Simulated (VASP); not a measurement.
The system is Ca2SeO.

```
O Ca Se
1.0
     3.88286    0.00000    0.00000
     0.00000    3.88286    0.00000
     0.00000    0.00000    5.49445
O Ca Se
1 2 1
Direct
  0.00000 0.00000 0.00000
  0.00000 0.00000 0.50000
  0.50000 0.50000 0.00000
  0.50000 0.50000 0.50000
```

Program: VASP 6.6.1. Alike in all runs: task single point; potentials or basis VASP PAW PBE potentials, release 64 (O, Ca_sv, Se); no spin polarisation; cell as given; cutoff (eV) 520; smearing gaussian 0.01 eV. Hardware: 1 thread of AMD EPYC 9R45 96-Core Processor (Zen 5), on a shared host.

Problem. Order these runs on this cell by their wall time, lowest first.
A. level r2SCAN; k mesh 4 × 4 × 2
B. level HSE06; k mesh 4 × 4 × 2; grid for exact exchange (PRECFOCK) Normal; screening parameter 0.2079 1/Å
C. level PBE; k mesh 4 × 4 × 2
D. level PBE; k mesh 6 × 6 × 4

Solution. C (14 s), D (28 s), A (70 s), B (750 s).

Caveats: some runs use coarse meshes.
